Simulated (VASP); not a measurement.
A run of VASP 6.6.1 is set up as follows.

Contents of INCAR:

```
PREC     = Accurate       # precision mode
ENCUT    = 700            # plane-wave cutoff, eV
EDIFF    = 1E-6           # SCF threshold, eV
ISMEAR   = 0              # smearing method
SIGMA    = 0.1            # smearing width, eV
LREAL    = F              # projectors in reciprocal space
LASPH    = T              # aspherical terms in the spheres
NELM     = 120            # most SCF steps
ALGO     = Normal         # electronic algorithm
ISIF     = 2              # what is computed and relaxed
LWAVE    = F              # write WAVECAR
LCHARG   = F              # write CHGCAR
GGA      = CA             # functional
NBANDS   = 22             # bands
GGA_COMPAT= F
```

The input KPOINTS:

```
Automatic mesh
0
Gamma
  15 15 10
```

File POSCAR:

```
Ta2N
1.0
    3.0618978585     -0.0000000028      0.0000000000
   -1.5309489268      2.6516813306      0.0000000000
    0.0000000000      0.0000000000      4.7872673886
Ta N
2 1
Direct
    0.6666666667      0.3333333333      0.7466925287
    0.3333333333      0.6666666667      0.2533074713
    0.0000000000      0.0000000000      0.0000000000
```

Potentials or basis: VASP PAW LDA potentials, release 64 (Ta_sv_GW, N).

The run is started by

```bash
$ cat potpaw_LDA.64/Ta_sv_GW/POTCAR potpaw_LDA.64/N/POTCAR > POTCAR
$ mpirun -np 1 vasp_std > vasp.out
```

Problem. What does it give for the largest force?

Solution. 0.039 eV/Å.

Problem. Estimate the band gap on the k mesh.

Solution. Zero (an odd number of electrons rules out a gap without spin polarisation).

Stress tensor (GPa, compression positive):
```
0.97 0.00 0.00
0.00 0.97 0.00
0.00 0.00 0.79
```

Caveat: spin-orbit coupling is left out, which moves the levels of the heavy elements.
